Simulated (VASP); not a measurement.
## Si (a cell with a defect): single point with PBEsol

The system is Si (a cell with a defect).

```
Si
1.0
     0.00000    5.43000    5.43000
     5.43000    0.00000    5.43000
     5.43000    5.43000    0.00000
Si
17
Cartesian
  -0.0522 -0.0490 -0.0806
  1.0833 1.0862 1.6295
  2.4673 2.4702 0.2454
  3.9662 3.9694 1.1600
  2.7933 -0.0491 2.7649
  4.1309 1.3975 4.0118
  5.4961 2.7087 2.6466
  6.9826 3.9693 4.1765
  -0.0521 2.7963 2.7647
  1.3944 4.1340 4.0118
  2.7057 5.4991 2.6466
  3.9662 6.9858 4.1763
  2.8361 2.8393 5.3065
  4.1309 4.1340 6.7482
  5.4960 5.4992 5.4370
  6.9154 6.9185 6.6572
  5.0033 5.0064 3.1393
```

- Program: VASP 6.6.1
- Task: single point
- Functional: PBEsol
- Potentials or basis: VASP PAW PBE potentials, release 64 (Si)
- Cutoff: 520 eV
- k mesh: 2 × 2 × 2
- Occupations: fermi-dirac, width 0.05 eV
- Spin: no spin polarisation

```json
{"Pressure": "2.5 GPa", "Largest force": "0.033 eV/Å", "Band gap on the k mesh": "zero (bands 34 and 35 overlap by 0.06 eV)"}
```

Forces in eV/Å, atoms in the order of the input:
```
Si  -0.002 -0.002  0.001
Si   0.003  0.003 -0.003
Si  -0.004 -0.004  0.004
Si  -0.009 -0.008 -0.004
Si  -0.001 -0.002  0.002
Si   0.002  0.004 -0.002
Si   0.000  0.008  0.001
Si   0.003 -0.008  0.007
Si  -0.002 -0.002  0.002
Si   0.005  0.001 -0.001
Si   0.006  0.000  0.000
Si  -0.009  0.004  0.008
Si  -0.005 -0.007  0.007
Si   0.002  0.001 -0.004
Si   0.000  0.000 -0.008
Si  -0.009 -0.008  0.008
Si   0.021  0.018 -0.019
```

Stress tensor (GPa, compression positive):
```
 2.48 -0.44  0.44
-0.44  2.48  0.44
 0.44  0.44  2.48
```

Levels at points of the mesh, in eV from the Fermi level:
```csv
k point,band 30,band 31,band 32,band 33,band 34,band 35,band 36,band 37,band 38,band 39
"(0.00, 0.00, 0.00)",-1.39,-1.11,-0.65,-0.65,-0.43,-0.06,-0.06,0.25,0.25,0.80
"(0.50, 0.00, 0.00)",-1.39,-1.32,-1.28,-0.81,-0.16,0.21,0.68,0.91,1.04,1.33
"(0.00, 0.50, 0.00)",-1.39,-1.32,-1.28,-0.81,-0.16,0.21,0.68,0.91,1.04,1.33
"(0.00, 0.00, 0.50)",-1.31,-1.31,-1.23,-1.23,-0.24,0.37,0.37,1.18,1.18,1.22
"(0.50, 0.50, 0.50)",-1.39,-1.32,-1.28,-0.81,-0.16,0.21,0.68,0.91,1.04,1.33
"(0.50, 0.50, 0.00)",-1.87,-1.82,-1.64,-0.72,0.00,0.41,1.31,1.48,1.58,1.92
"(0.00, 0.50, 0.50)",-1.87,-1.82,-1.64,-0.72,0.00,0.41,1.31,1.48,1.58,1.92
"(0.50, 0.00, 0.50)",-1.87,-1.82,-1.64,-0.72,0.00,0.41,1.31,1.48,1.58,1.92
```

It took 6.4 min on 1 thread of Intel Xeon 8259CL, with other jobs on the host, peak memory 0.46 GiB.

Caveat: the k points lie up to 0.50 Å⁻¹ apart; the PAW data sets were made with another functional, which shifts forces and pressure a little.
